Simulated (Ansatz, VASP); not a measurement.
Two plane-wave programs on Au

The input INCAR:

```
  ALGO = Fast
  EDIFF = 1E-7
  ENCUT = 520
  GGA = PS
  ISIF = 2
  ISMEAR = 0
  LASPH = True
  LCHARG = False
  LREAL = False
  LWAVE = False
  NBANDS = 12
  NELM = 80
  PREC = Accurate
  SIGMA = 0.15
```

KPOINTS

```
k-points
0
Gamma
  26 26 26
```

POSCAR

```
Au
1.0
   -1.5400197247      1.5400197247      1.6616002293
    1.5400197247     -1.5400197247      1.6616002293
    1.5400197247      1.5400197247     -1.6616002293
Au
1
Direct
    0.0000000000      0.0000000000      0.0000000000
```

Input for Ansatz:

```yaml
crystal:
  lattice:
    - [-1.5400197247, 1.5400197247, 1.6616002293]
    - [1.5400197247, -1.5400197247, 1.6616002293]
    - [1.5400197247, 1.5400197247, -1.6616002293]
  atoms:
    - { symbol: Au, position: [0.0, 0.0, 0.0] }
basis:
  ecutwfc: 420
kpoints:
  mp_grid: { grid: [26, 26, 26] }
hamiltonian:
  xc: pbesol
scf:
  occupations: { method: gaussian, width: 0.15 }
output:
  forces: true
  stress: true
  eigenvalues: true
```

Change from the starting cell: strain -0.050 along x and y, +0.025 along z, atoms carried along.

Alike in both runs: task single point; functional PBEsol; k mesh 26 × 26 × 26; occupations gaussian, width 0.15 eV; no spin polarisation.

```csv
,VASP,Ansatz
version,VASP 6.6.1,Ansatz 0.2.0
potentials or method,"VASP PAW PBE potentials, release 64 (Au), cutoff 520 eV","scalar-relativistic, plane waves, PAW"
valence electrons in the cell,11,19
```

VASP gave:

```
gap on the k mesh at the Fermi level (eV)                     : none
pressure (GPa)                                                : 16.8
traceless stress, the component that is largest in VASP (GPa) : 0.54
```

Which values does Ansatz return?

gap on the k mesh at the Fermi level (eV): none; pressure (GPa): 17.2; traceless stress, the component that is largest in VASP (GPa): 0.53.

VASP's potentials were made for PBE, not for PBEsol. A gap of «none» marks a metal or a gap that the smearing closes. VASP's potentials hold 11 valence electrons a cell and Ansatz's 19, so a difference there can come from the potentials and not from the codes.

Neither program's run includes spin-orbit coupling.
